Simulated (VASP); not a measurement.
# CdS (Fm-3m) in VASP: elastic constants with r2SCAN

Aim: the elastic constants of CdS with r2SCAN.

Everything below comes from runs of VASP 6.6.1. Logs are shortened: lines on timing, memory, paths and dates and some standing lists are left out, and cuts for length are marked.

## 1. The cell of the first run

It takes space group Fm-3m (No. 225, cubic). The conventional cell has a = 5.432 Å, b = 5.432 Å, c = 5.432 Å, α = 90.00°, β = 90.00°, γ = 90.00°. Within 3.6 Å of Cd (site symmetry m-3m) lie 6 S at 2.72 Å. S (site symmetry m-3m) has 6 Cd at 2.72 Å within 3.6 Å.

## 2. Elastic constants, r2SCAN

INCAR

```
  PREC = Accurate
  ENCUT = 600
  EDIFF = 1E-8
  ISMEAR = 0
  SIGMA = 0.01
  LREAL = F
  LASPH = T
  NELM = 100
  ALGO = Normal
  ISIF = 3
  LWAVE = F
  LCHARG = T
  METAGGA = R2SCAN
  LMIXTAU = T
  IBRION = 6
  NFREE = 2
  POTIM = 0.015
  NSW = 1
```

KPOINTS

```
Automatic mesh
0
Gamma
  8 8 8
```

POSCAR

```
CdS
1.0
    0.0000000000      2.7162298536      2.7162298536
    2.7162298536      0.0000000000      2.7162298536
    2.7162298536      2.7162298536      0.0000000000
Cd S
1 1
Direct
    0.0000000000      0.0000000000      0.0000000000
    0.5000000000      0.5000000000      0.5000000000
```

Potentials or basis: VASP PAW PBE potentials, release 64 (Cd, S).

Launch:

```bash
cat potpaw_PBE.64/Cd/POTCAR potpaw_PBE.64/S/POTCAR > POTCAR
mpirun -np 1 vasp_std > vasp.out
```

OUTCAR:

```text
PREC = Accurate
   ENCUT = 600
   EDIFF = 1E-8
   ISMEAR = 0
   LREAL = F
   LASPH = T
   NELM = 100
   ISIF = 3
   METAGGA = R2SCAN
   IBRION = 6
   NFREE = 2
   POTIM = 0.015
   NSW = 1

 ion  position               nearest neighbor table
   1  0.000  0.000  0.000-   2 2.72   2 2.72   2 2.72   2 2.72   2 2.72   2 2.72
   2  0.500  0.500  0.500-   1 2.72   1 2.72   1 2.72   1 2.72   1 2.72   1 2.72

  LATTYP: Found a face centered cubic cell.
 ALAT       =     5.4324597072

  Lattice vectors:

 A1 = (   0.0000000000,   2.7162298536,   2.7162298536)
 A2 = (   2.7162298536,   0.0000000000,   2.7162298536)
 A3 = (   2.7162298536,   2.7162298536,   0.0000000000)

Analysis of symmetry for initial positions (statically):
=====================================================================
 Subroutine PRICEL returns:
 Original cell was already a primitive cell.

 Routine SETGRP: Setting up the symmetry group for a
 face centered cubic supercell.

 Subroutine GETGRP returns: Found 48 space group operations
 (whereof 48 operations were pure point group operations)
 out of a pool of 48 trial point group operations.

The static configuration has the point symmetry O_h .

Analysis of symmetry for dynamics (positions and initial velocities):
=====================================================================
 Subroutine PRICEL returns:
 Original cell was already a primitive cell.

 Routine SETGRP: Setting up the symmetry group for a
 face centered cubic supercell.

 Subroutine GETGRP returns: Found 48 space group operations
 (whereof 48 operations were pure point group operations)
 out of a pool of 48 trial point group operations.

The dynamic configuration has the point symmetry O_h .

 Subroutine INISYM returns: Found 48 space group operations
 (whereof 48 operations are pure point group operations),
 and found     1 'primitive' translations

----------------------------------------------------------------------------------------

                                     Primitive cell

  volume of cell :      40.0802

  direct lattice vectors                    reciprocal lattice vectors
     0.000000000  2.716229854  2.716229854    -0.184078678  0.184078678  0.184078678
     2.716229854  0.000000000  2.716229854     0.184078678 -0.184078678  0.184078678
     2.716229854  2.716229854  0.000000000     0.184078678  0.184078678 -0.184078678

  length of vectors
     3.841329097  3.841329097  3.841329097     0.318833623  0.318833623  0.318833623

  position of ions in fractional coordinates (direct lattice)
     0.000000000  0.000000000  0.000000000
     0.500000000  0.500000000  0.500000000

  ion indices of the primitive-cell ions
   primitive index   ion index
                 1           1
                 2           2

----------------------------------------------------------------------------------------

 KPOINTS: Automatic mesh

Automatic generation of k-mesh.
 Grid dimensions read from file:
 generate k-points for:    8    8    8

 Generating k-lattice:

  Cartesian coordinates                     Fractional coordinates (reciprocal lattice)
    -0.023009835  0.023009835  0.023009835     0.125000000  0.000000000  0.000000000
     0.023009835 -0.023009835  0.023009835     0.000000000  0.125000000  0.000000000
[... 112 lines left out ...]
  Direction    XX          YY          ZZ          XY          YZ          ZX
  --------------------------------------------------------------------------------------
  -------------------------------------------------------------------------------------
  Total        0.3609913      0.3609913      0.3609913      0.0000000      0.0000000      0.0000000
  in kB       14.4303799     14.4303799     14.4303799      0.0000000      0.0000000      0.0000000
  external PRESSURE =      14.4303799 kB  Pullay stress =       0.0000000 kB
[... 89 lines left out ...]
  FREE ENERGIE OF THE ION-ELECTRON SYSTEM (eV)
  ---------------------------------------------------
  free  energy   TOTEN  =       -29.5117398015 eV

  energy  without entropy=      -29.5117398015  energy(sigma->0) =      -29.51173980

[... ionic steps 4 to 14 ...]

--------------------------------------- Ionic step       15  -------------------------------------------

 number of electron      18.0000001 magnetization

------------------------ aborting loop because EDIFF is reached ----------------------------------------
[... 67 lines left out ...]
--------------------------------------- Ionic step       17  -------------------------------------------

 number of electron      17.9999998 magnetization

 Free energy of the ion-electron system (eV)
  ---------------------------------------------------
  ext. energy  EPLUGINS =         0.00000000
  ---------------------------------------------------
  free energy    TOTEN  =       -29.52141332 eV

  energy without entropy =      -29.52141332  energy(sigma->0) =      -29.52141332

 E-fermi :   2.9355     XC(G=0): -11.0668

 val. band max:        2.8686764228   @ k =   0.5000   0.0000   0.0000
 cond. band min:       3.6028883391   @ k =   0.5000   0.5000   0.0000
 fundamental gap:      0.7342119163
 Fermi energy:         2.9354605031

 k-point     1 :       0.0000    0.0000    0.0000
  band No.  band energies     occupation
      1     -10.5586      2.00000
      2      -5.0159      2.00000
      3      -5.0153      2.00000
      4      -5.0145      2.00000
      5      -5.0145      2.00000
      6      -5.0143      2.00000
      7       2.0764      2.00000
      8       2.0764      2.00000
      9       2.0764      2.00000
     10       4.5136      0.00000
     11      12.6008      0.00000
     12      12.6008      0.00000
     13      12.6015      0.00000
[... 354 lines left out ...]
  band No.  band energies     occupation
      1      -9.4105      2.00000
      2      -5.2741      2.00000
      3      -5.1236      2.00000
      4      -5.0753      2.00000
      5      -4.7893      2.00000
      6      -4.6870      2.00000
      7      -1.7117      2.00000
      8       0.9808      2.00000
      9       1.9063      2.00000
     10       7.3523      0.00000
     11       8.5477      0.00000
     12      10.9097      0.00000
     13      11.6860      0.00000

 [... further k-points ...]

------------------------ aborting loop because EDIFF is reached ----------------------------------------

  FORCE on cell =-STRESS in cart. coord.  units (eV):
  Direction    XX          YY          ZZ          XY          YZ          ZX
  --------------------------------------------------------------------------------------
  -------------------------------------------------------------------------------------
  Total        0.3669191      0.3605939      0.3605939      0.0000000      0.0000000      0.0000000
  in kB       14.6673400     14.4144943     14.4144943      0.0000000      0.0000000      0.0000000
  external PRESSURE =      14.4987762 kB  Pullay stress =       0.0000000 kB
[... 17 lines left out ...]
  FREE ENERGIE OF THE ION-ELECTRON SYSTEM (eV)
  ---------------------------------------------------
  free  energy   TOTEN  =       -29.5214133162 eV

  energy  without entropy=      -29.5214133162  energy(sigma->0) =      -29.52141332

 INTERNAL STRAIN TENSORS FROM STRAINED CELLS
 ============================================

 INTERNAL STRAIN TENSOR FOR ION    1 for displacements in x,y,z  (eV/Angst):
          X           Y           Z          XY          YZ          ZX
  --------------------------------------------------------------------------------
  x     0.00000     0.00000     0.00000    -0.00000     0.00000    -0.00000
  y     0.00000     0.00000    -0.00000     0.00000    -0.00000     0.00000
  z    -0.00000     0.00000    -0.00000     0.00000     0.00000    -0.00000

 INTERNAL STRAIN TENSORS FROM DISPLACED ATOMS
 ============================================

 INTERNAL STRAIN TENSOR FOR ION    1 for displacements in x,y,z  (eV/Angst):
          X           Y           Z          XY          YZ          ZX
  --------------------------------------------------------------------------------
  x     0.00000     0.00000     0.00000     0.00000     0.00000     0.00000
  y     0.00000     0.00000     0.00000     0.00000     0.00000     0.00000
  z     0.00000     0.00000     0.00000     0.00000     0.00000     0.00000

 INTERNAL STRAIN TENSOR FOR ION    2 for displacements in x,y,z  (eV/Angst):
          X           Y           Z          XY          YZ          ZX
  --------------------------------------------------------------------------------
  x     0.00000     0.00000     0.00000     0.00000     0.00000     0.00000
  y     0.00000     0.00000     0.00000     0.00000     0.00000     0.00000
  z     0.00000     0.00000     0.00000     0.00000     0.00000     0.00000

 Eigenvectors and eigenvalues of the dynamical matrix
 ----------------------------------------------------

   1 f  =    4.472108 THz    28.099084 2PiTHz  149.173472 cm-1    18.495145 meV
             X         Y         Z           dx          dy          dz
      0.000000  0.000000  0.000000    -0.469938    0.000000    0.000000
      2.716230  2.716230  2.716230     0.882700    0.000000    0.000000
[... 21 lines left out ...]
   6 f/i=    0.005946 THz     0.037361 2PiTHz    0.198346 cm-1     0.024592 meV
             X         Y         Z           dx          dy          dz
      0.000000  0.000000  0.000000    -0.882700    0.000000    0.000000
      2.716230  2.716230  2.716230    -0.469938    0.000000    0.000000

--------------------------------------------------------------------------------------------------------

 ELASTIC MODULI CONTR FROM IONIC RELAXATION (kBar)
 Direction    XX          YY          ZZ          XY          YZ          ZX
 --------------------------------------------------------------------------------
 XX           0.0000      0.0000      0.0000      0.0000      0.0000      0.0000
 YY           0.0000      0.0000      0.0000      0.0000      0.0000      0.0000
 ZZ           0.0000      0.0000      0.0000      0.0000      0.0000      0.0000
 XY           0.0000      0.0000      0.0000      0.0000      0.0000      0.0000
 YZ           0.0000      0.0000      0.0000      0.0000      0.0000      0.0000
 ZX           0.0000      0.0000      0.0000      0.0000      0.0000      0.0000
 --------------------------------------------------------------------------------

 TOTAL ELASTIC MODULI (kBar)
 Direction    XX          YY          ZZ          XY          YZ          ZX
 --------------------------------------------------------------------------------
 XX        1496.5310    569.4923    569.4923     -0.0000      0.0000      0.0000
 YY         569.4923   1496.5310    569.4923     -0.0000      0.0000     -0.0000
 ZZ         569.4923    569.4923   1496.5310      0.0000     -0.0000     -0.0000
 XY          -0.0000     -0.0000      0.0000    369.9596     -0.0000      0.0000
 YZ           0.0000      0.0000     -0.0000     -0.0000    369.9596     -0.0000
 ZX           0.0000     -0.0000     -0.0000      0.0000     -0.0000    369.9596
 --------------------------------------------------------------------------------
```

It took 21 min on 1 thread of Intel Xeon 6975P-C (Granite Rapids), shared host; peak memory 0.3 GiB.

What came out:

```yaml
Elastic_constants_C11_C12_C44: 150, 57, 37 GPa
Voigt_bulk_modulus: 88 GPa
Highest_phonon_frequency_at_Γ_LO-TO_splitting_left_out: 149 cm⁻¹
```

Phonon frequencies in cm⁻¹ (negative: imaginary):
```
              q point        frequencies
(0.000, 0.000, 0.000)  0 0 0 149 149 149
```

Elastic tensor in Voigt notation (GPa, in the Cartesian axes of the cell as first typed):
```
150  57  57   0   0   0
 57 150  57   0   0   0
 57  57 150   0   0   0
  0   0   0  37   0   0
  0   0   0   0  37   0
  0   0   0   0   0  37
```

Clamped-ion elastic tensor (GPa):
```
150  57  57   0   0   0
 57 150  57   0   0   0
 57  57 150   0   0   0
  0   0   0  37   0   0
  0   0   0   0  37   0
  0   0   0   0   0  37
```

Caveat: the cell is under stress, which shifts elastic constants; the PAW data sets were made with another functional, which shifts forces and pressure a little.
